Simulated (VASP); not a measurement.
# C (C2/m) in VASP: a series of runs

Runs on C. Level: PBE+D3(BJ). Tasks: single point.

Program: VASP 6.6.1. These are calculated values, not measurements. Logs are shortened: lines on timing, memory, paths and dates and some standing lists are left out, and cuts for length are marked.

## Step 1: The cell of the first run

Symmetry: C2/m, No. 12, monoclinic system. Conventional cell: a = 4.269 Å, b = 2.465 Å, c = 3.650 Å, α = 90.00°, β = 112.95°, γ = 90.00°. C (site symmetry m) has 3 C at 1.37 to 1.54 Å within 1.8 Å.

## Step 2: Single point, PBE+D3(BJ) (mode 4 frozen in at -0.024 Å and mode 6 at +0.060 Å (largest displacements))

INCAR reads:

```
ALGO = Normal ; EDIFF = 1E-6
ENCUT = 520 ; GGA = PE
ISIF = 2 ; ISMEAR = 0
IVDW = 12 ; LASPH = True
LCHARG = True ; LELF = True
LREAL = False ; LVHAR = True
LWAVE = False ; NBANDS = 11
NELM = 100 ; PREC = Accurate
SIGMA = 0.05
```

KPOINTS reads:

```
k-points
0
Gamma
  15 15 15
```

POSCAR reads:

```
C
1.0
    1.2324984681      0.7115833223      3.3613878357
   -1.2324984681      0.7115833223      3.3613878357
    0.0000000000     -1.4231666447      3.3613878357
C
2
Direct
    0.1782985334      0.1782985334      0.1361390293
    0.8217014666      0.8217014666      0.8638609707
```

Potentials or basis: VASP PAW PBE potentials, release 64 (C).

Run with:

```sh
cat potpaw_PBE.64/C/POTCAR > POTCAR
mpirun -np 1 vasp_std > vasp.out
```

OUTCAR:

```text
EDIFF = 1E-6
   ENCUT = 520
   GGA = PE
   ISIF = 2
   ISMEAR = 0
   IVDW = 12
   LASPH = True
   LREAL = False
   NELM = 100
   PREC = Accurate
 IVDW          = 12

 ion  position               nearest neighbor table
   1  0.178  0.178  0.136-   2 1.37   2 1.37   2 1.54
   2  0.822  0.822  0.864-   1 1.37   1 1.37   1 1.54

  LATTYP: Found a trigonal (rhomboedric) cell.
 ALAT       =     3.6502508791
 COS(alpha) =     0.7719881893

  Lattice vectors:

 A1 = (   1.2324984681,   0.7115833223,   3.3613878357)
 A2 = (  -1.2324984681,   0.7115833223,   3.3613878357)
 A3 = (   0.0000000000,  -1.4231666447,   3.3613878357)

Analysis of symmetry for initial positions (statically):
=====================================================================
 Subroutine PRICEL returns:
 Original cell was already a primitive cell.

 Routine SETGRP: Setting up the symmetry group for a
 trigonal (rhombohedral) supercell.

 Subroutine GETGRP returns: Found  4 space group operations
 (whereof  4 operations were pure point group operations)
 out of a pool of 12 trial point group operations.

The static configuration has the point symmetry C_2h.

Analysis of symmetry for dynamics (positions and initial velocities):
=====================================================================
 Subroutine PRICEL returns:
 Original cell was already a primitive cell.

 Routine SETGRP: Setting up the symmetry group for a
 trigonal (rhombohedral) supercell.

 Subroutine GETGRP returns: Found  4 space group operations
 (whereof  4 operations were pure point group operations)
 out of a pool of 12 trial point group operations.

The dynamic configuration has the point symmetry C_2h.

 Subroutine INISYM returns: Found  4 space group operations
 (whereof  4 operations are pure point group operations),
 and found     1 'primitive' translations

----------------------------------------------------------------------------------------

                                     Primitive cell

  volume of cell :      17.6881

  direct lattice vectors                    reciprocal lattice vectors
     1.232498468  0.711583322  3.361387836     0.405680017  0.234219467  0.099165389
    -1.232498468  0.711583322  3.361387836    -0.405680017  0.234219467  0.099165389
     0.000000000 -1.423166645  3.361387836     0.000000000 -0.468438935  0.099165389

  length of vectors
     3.650250879  3.650250879  3.650250879     0.478820227  0.478820227  0.478820227
[... 88 lines left out ...]
   ISYM   =      2    0-nonsym 1-usesym 2-fastsym
   POTIM  = 0.5000    time-step for ionic-motion
   TEBEG  =    0.0;   TEEND  =   0.0 temperature during run
   PSTRESS=    0.0 pullay stress
   NELECT =       8.0000    total number of electrons
   NUPDOWN=      -1.0000    fix difference up-down
   EMIN   =  10.00;   EMAX   =-10.00  energy-range for DOS
   EFERMI =   0.00;   METHOD = LEGACY
   ISMEAR =     0;   SIGMA  =   0.05  broadening in eV -4-tet -1-fermi 0-gaus
   EFERMI_NEDOS =   21; number of points for ismear=-14 and -15
   IALGO  =     38    algorithm
   IMIX   =      4    mixing-type and parameters
     AMIX     =   0.40;   BMIX     =  1.00
     AMIX_MAG =   1.60;   BMIX_MAG =  1.00
  volume/ion in A,a.u.               =       8.84        59.68
  Fermi-wavevector in a.u.,A,eV,Ry     =   1.256640  2.374705 21.485554  1.579144
  Thomas-Fermi vector in A             =   2.390338
   LORBIT       =      0    0 simple, 1 ext, 2 COOP (PROOUT), +10 PAW based schemes
   GGA     = PE    functional components
   LHFCALC =     F    Hartree Fock is set to
   AEXX    =    0.0000 exact exchange contribution
   IVDW    =    12    specifies the selected vdW correction
   LEPSILON=     F    determine dielectric tensor
   LRPA    =     F    only Hartree local field effects (RPA)
 non-spin polarized calculation
 Gauss-broadening in eV      SIGMA  =   0.05
  energy-cutoff  :      520.00
  volume of cell :       17.69
 maximum number of plane-waves:       490
   NGX = 13   NGY = 13   NGZ = 13

 number of electron       8.0000000 magnetization

 Free energy of the ion-electron system (eV)
  ---------------------------------------------------
  ext. energy  EPLUGINS =         0.00000000
  ---------------------------------------------------
  free energy    TOTEN  =       -18.05621813 eV

  energy without entropy =      -18.05621813  energy(sigma->0) =      -18.05621813

 E-fermi :   4.6510     XC(G=0): -10.3039

 val. band max:        4.4576579858   @ k =  -0.2000   0.4000   0.0667
 cond. band min:       4.8663578269   @ k =  -0.1333   0.4667   0.1333
 fundamental gap:      0.4086998411
 Fermi energy:         4.6510154809

 k-point     1 :       0.0000    0.0000    0.0000
  band No.  band energies     occupation
      1     -15.0090      2.00000
      2      -1.9389      2.00000
      3      -0.0679      2.00000
      4       3.5967      2.00000
      5       8.8847      0.00000
      6      10.6833      0.00000
      7      15.4134      0.00000
      8      16.1446      0.00000
      9      17.3562      0.00000
     10      27.2240      0.00000
     11      29.9758      0.00000
[... 309 lines left out ...]
 k-point    24 :       0.2667    0.0667    0.0000
  band No.  band energies     occupation
      1     -13.6213      2.00000
      2      -3.0002      2.00000
      3      -0.6636      2.00000
      4       0.2929      2.00000
      5      10.8569      0.00000
      6      12.3370      0.00000
      7      12.5878      0.00000
      8      17.6073      0.00000
      9      20.3142      0.00000
     10      23.8530      0.00000
     11      28.0812      0.00000

 [... further k-points ...]

------------------------ aborting loop because EDIFF is reached ----------------------------------------

 Edisp (eV)   -0.31248

 E8    (eV) :    -0.0885

  FORCE on cell =-STRESS in cart. coord.  units (eV):
  Direction    XX          YY          ZZ          XY          YZ          ZX
  --------------------------------------------------------------------------------------
  -------------------------------------------------------------------------------------
  Total       2.25419    -0.26902    -0.04679     0.00000     0.26288     0.00000
  in kB     204.18255   -24.36743    -4.23850     0.00000    23.81165     0.00000
  external pressure =       58.53 kB  Pullay stress =        0.00 kB

 VOLUME and BASIS-vectors are now :
 -----------------------------------------------------------------------------
  energy-cutoff  :      520.00
  volume of cell :       17.69
      direct lattice vectors                 reciprocal lattice vectors
     1.232498468  0.711583322  3.361387836     0.405680017  0.234219467  0.099165389
    -1.232498468  0.711583322  3.361387836    -0.405680017  0.234219467  0.099165389
     0.000000000 -1.423166645  3.361387836     0.000000000 -0.468438935  0.099165389

 POSITION                                       TOTAL-FORCE (eV/Angst)
 -----------------------------------------------------------------------------------
      0.00000      0.06000      1.65628         0.000000     -5.472484      0.724109
      0.00000     -0.06000      8.42789         0.000000      5.472484     -0.724109
 -----------------------------------------------------------------------------------
    total drift:                               -0.000000     -0.000000      0.000000

  FREE ENERGIE OF THE ION-ELECTRON SYSTEM (eV)
  ---------------------------------------------------
  free  energy   TOTEN  =       -18.3686935147 eV

  energy  without entropy=      -18.3686935147  energy(sigma->0) =      -18.36869351
```

OSZICAR:

```text
N       E                     dE             d eps       ncg     rms          rms(c)
DAV:   1     0.644661171126E+01    0.64466E+01   -0.45448E+03 20387   0.663E+02
DAV:   2    -0.186942120865E+02   -0.25141E+02   -0.23968E+02 26167   0.131E+02
DAV:   3    -0.192961720470E+02   -0.60196E+00   -0.60081E+00 24999   0.171E+01
DAV:   4    -0.192984075454E+02   -0.22355E-02   -0.22353E-02 23177   0.128E+00
DAV:   5    -0.192984167099E+02   -0.91645E-05   -0.91644E-05 25355   0.745E-02    0.647E+00
DAV:   6    -0.183494544752E+02    0.94896E+00   -0.81656E-01 23282   0.533E+00    0.376E+00
DAV:   7    -0.180526233166E+02    0.29683E+00   -0.90063E-01 24003   0.565E+00    0.107E+00
DAV:   8    -0.180563384160E+02   -0.37151E-02   -0.21870E-02 22182   0.962E-01    0.115E-01
DAV:   9    -0.180561397503E+02    0.19867E-03   -0.63769E-04 24260   0.168E-01    0.566E-02
DAV:  10    -0.180562144796E+02   -0.74729E-04   -0.12072E-04 22522   0.792E-02    0.282E-02
DAV:  11    -0.180562178638E+02   -0.33842E-05   -0.86301E-06 24291   0.189E-02    0.312E-03
DAV:  12    -0.180562181340E+02   -0.27026E-06   -0.57702E-07 22405   0.601E-03
   1 F= -.18368694E+02 E0= -.18368694E+02  d E =-.188839E-10
```

It took 1.8 min on 1 thread of Intel Xeon Platinum 8559C (Emerald Rapids), shared host; peak memory 0.27 GiB.

Results:

```
Free energy                : -18.3687 eV
Pressure                   : 5.9 GPa
Largest force              : 5.520 eV/Å
Band gap on the k mesh     : 0.41 eV, indirect (the least direct gap lies 2.0 meV higher)
Dispersion energy per atom : -0.156 eV
```

Forces in eV/Å, atoms in the order of the input:
```
C    0.000 -5.472  0.724
C    0.000  5.472 -0.724
```

Levels at points of the mesh, in eV from the valence-band top:
```csv
k point,band 1,band 2,band 3,band 4,band 5,band 6,band 7,band 8
"(0.00, 0.00, 0.00)",-19.47,-6.40,-4.53,-0.86,4.43,6.23,10.96,11.69
```

Caveat: the cell differs from its parent crystal (mode 4 frozen in at -0.024 Å and mode 6 at +0.060 Å (largest displacements)); forces of over 1 eV/Å act on the atoms, so gaps and moduli don't describe the material at rest. A k mesh can miss the band edges.

## Step 3: Single point, PBE+D3(BJ) (mode 4 frozen in at +0.048 Å and mode 6 at +0.045 Å (largest displacements))

INCAR reads:

```
SYSTEM = C
ALGO = Normal
EDIFF = 1E-6
ENCUT = 520
GGA = PE
ISIF = 2
ISMEAR = 0
IVDW = 12
LASPH = .True.
LCHARG = .False.
LREAL = .False.
LWAVE = .False.
NBANDS = 11
NELM = 100
PREC = Accurate
SIGMA = 0.05
```

KPOINTS reads:

```
k-points
0
Gamma
  15 15 15
  0 0 0
```

POSCAR reads:

```
C
1.0
    1.2324984681      0.7115833223      3.3613878357
   -1.2324984681      0.7115833223      3.3613878357
    0.0000000000     -1.4231666447      3.3613878357
C
2
Direct
    0.1818458171      0.1818458171      0.1502261890
    0.8181541829      0.8181541829      0.8497738110
```

Potentials or basis: VASP PAW PBE potentials, release 64 (C).

Run with:

```sh
cat potpaw_PBE.64/C/POTCAR > POTCAR
mpirun -np 1 vasp_std > vasp.out
```

It took 1.7 min on 1 thread of Intel Xeon Platinum 8559C (Emerald Rapids), shared host; peak memory 0.27 GiB.

The run converged. Its results:

```
Free energy                : -18.4632 eV
Pressure                   : 3.2 GPa
Largest force              : 4.482 eV/Å
Band gap on the k mesh     : 0.50 eV, direct
Dispersion energy per atom : -0.156 eV
```

Forces on the atoms (eV/Å):
```
C    0.000 -4.226 -1.491
C    0.000  4.226  1.491
```

Stress tensor (GPa, compression positive):
```
13.53  0.00  0.00
 0.00 -2.93 -3.58
 0.00 -3.58 -1.11
```

Levels at points of the mesh, in eV from the valence-band top:
```tsv
k point	band 2	band 3	band 4	band 5	band 6	band 7
(0.00, 0.00, 0.00)	-6.24	-3.93	-1.21	4.38	6.92	10.48
```

Caveat: the cell differs from its parent crystal (mode 4 frozen in at +0.048 Å and mode 6 at +0.045 Å (largest displacements)); forces of over 1 eV/Å act on the atoms, so gaps and moduli don't describe the material at rest.

## Step 4: Single point, PBE+D3(BJ) (mode 4 frozen in at -0.048 Å and mode 6 at -0.015 Å (largest displacements))

INCAR reads:

```
PREC = Accurate
ENCUT = 520
EDIFF = 1E-6
ISMEAR = 0
SIGMA = 0.05
LREAL = F
LASPH = T
NELM = 80
ALGO = Normal
ISIF = 2
LWAVE = F
LCHARG = F
GGA = PE
IVDW = 12
NBANDS = 11
```

KPOINTS reads:

```
Automatic mesh
0
Gamma
  15 15 15
```

POSCAR reads:

```
C
1.0
    1.2324984681      0.7115833223      3.3613878357
   -1.2324984681      0.7115833223      3.3613878357
    0.0000000000     -1.4231666447      3.3613878357
C
2
Direct
    0.1583719371      0.1583719371      0.1689118131
    0.8416280629      0.8416280629      0.8310881869
```

Run with:

```sh
cat potpaw_PBE.64/C/POTCAR > POTCAR
mpirun -np 1 vasp_std > vasp.out
```

Wall time 1.8 min (1 thread of Intel Xeon Platinum 8559C (Emerald Rapids), shared host); peak memory 0.27 GiB.

Results (log left out):

| Item | Value |
| --- | --- |
| Free energy | -18.6360 eV |
| Pressure | 0.3 GPa |
| Largest force | 2.274 eV/Å |
| Band gap on the k mesh | 0.40 eV, direct |
| Dispersion energy per atom | -0.156 eV |

Forces in eV/Å, atoms in the order of the input:
```
C    0.000  1.653  1.561
C    0.000 -1.653 -1.561
```

Stress tensor (GPa, compression positive):
```
-1.89  0.00  0.00
 0.00  4.45 -1.43
 0.00 -1.43 -1.69
```

Levels at points of the mesh, in eV from the valence-band top:
| k point | band 2 | band 3 | band 4 | band 5 | band 6 | band 7 |
| --- | --- | --- | --- | --- | --- | --- |
| (0.00, 0.00, 0.00) | -6.29 | -3.13 | -2.23 | 4.28 | 8.01 | 9.16 |

Caveat: the cell differs from its parent crystal (mode 4 frozen in at -0.048 Å and mode 6 at -0.015 Å (largest displacements)); forces of over 1 eV/Å act on the atoms, so gaps and moduli don't describe the material at rest. A k mesh can miss the band edges.

(Continued in part 2 of 2.)
